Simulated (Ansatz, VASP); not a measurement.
Two plane-wave programs on TiO2

POSCAR

```
TiO2
1.0
   -1.8921000000      1.8921000000      4.7573000000
    1.8921000000     -1.8921000000      4.7573000000
    1.8921000000      1.8921000000     -4.7573000000
Ti O
2 4
Direct
    0.7500000000      0.2500000000      0.5000000000
    0.0000000000      0.0000000000      0.0000000000
    0.7919000000      0.7919000000      0.0000000000
    0.5419000000      0.0419000000      0.5000000000
    0.9581000000      0.4581000000      0.5000000000
    0.2081000000      0.2081000000      0.0000000000
```

Contents of INCAR.step1:

```
SYSTEM = TiO2
ALGO = Normal
EDIFF = 1E-4
ENCUT = 520
GGA = PE
ISMEAR = -1
LASPH = .TRUE.
LCHARG = .FALSE.
LREAL = .FALSE.
LWAVE = .TRUE.
NBANDS = 33
NELM = 100
PREC = Accurate
SIGMA = 0.05
```

File INCAR.step2:

```
SYSTEM = TiO2
ALGO = Normal
EDIFF = 1E-6
ENCUT = 520
ISIF = 2
ISMEAR = -1
ISTART = 1
LASPH = .TRUE.
LCHARG = .FALSE.
LMIXTAU = .TRUE.
LREAL = .FALSE.
LWAVE = .FALSE.
METAGGA = R2SCAN
NBANDS = 33
NELM = 100
PREC = Accurate
SIGMA = 0.05
```

File KPOINTS:

```
k-points
0
G
  10 10 10
  0 0 0
```

File input.yaml:

```yaml
crystal:
  lattice:
    - [-1.8921, 1.8921, 4.7573]
    - [1.8921, -1.8921, 4.7573]
    - [1.8921, 1.8921, -4.7573]
  atoms:
    - { symbol: Ti, position: [0.75, 0.25, 0.5] }
    - { symbol: Ti, position: [0.0, 0.0, 0.0] }
    - { symbol: O, position: [0.7919, 0.7919, 0.0] }
    - { symbol: O, position: [0.5419, 0.0419, 0.5] }
    - { symbol: O, position: [0.9581, 0.4581, 0.5] }
    - { symbol: O, position: [0.2081, 0.2081, 0.0] }
hamiltonian:
  xc: r2scan
  pseudopotentials: { kind: paw }
kpoints:
  mp_grid: { grid: [10, 10, 10] }
  band_path:
    path:
      - [[0.0, 0.0, 0.0], [0.0, 0.0, 0.5], [-0.0790928267, 0.0790928267, 0.5], [-0.2895464134, 0.2895464134, 0.2895464134], [0.0, 0.0, 0.0], [0.5, 0.5, -0.5], [0.2895464134, 0.7104535866, -0.2895464134], [0.0, 0.5, 0.0], [0.25, 0.25, 0.25], [0.5, 0.5, -0.0790928267], [0.5, 0.5, -0.5]]
      - [[0.0, 0.0, 0.5], [0.25, 0.25, 0.25]]
    npoints: 14
scf:
  occupations: { method: fermi_dirac, width: 0.05 }
  n_extra_bands: 15
output:
  forces: true
  stress: true
  eigenvalues: true
  fatbands: false
```

Alike in both runs: functional r2SCAN; k mesh 10 × 10 × 10; occupations fermi-dirac, width 0.05 eV; no spin polarisation.

|  | VASP | Ansatz |
| --- | --- | --- |
| version | VASP 6.6.1 | Ansatz 0.2.0 |
| potentials or method | VASP PAW PBE potentials, release 64 (Ti_sv, O) | Ansatz PAW |
| plane-wave cutoff (eV) | 520 | 500 |
| valence electrons in the cell | 48 | 48 |
| task | single point | band structure |

```tsv
	VASP	Ansatz	Ansatz less VASP
gap on the k mesh at the Fermi level (eV)	2.54	2.52	-0.021
least direct gap on the mesh (eV)	2.89	2.86	-0.029
pressure (GPa)	1.8	0.5	-1.24
traceless stress, the component that is largest in VASP (GPa)	0.50	0.59	+0.089
rms of the force components (eV/Å)	0.018	0.004	-0.0135
```

VASP's potentials were made for PBE, not for r2SCAN. Atom by atom the forces differ by 0.014 eV/Å (rms over components).
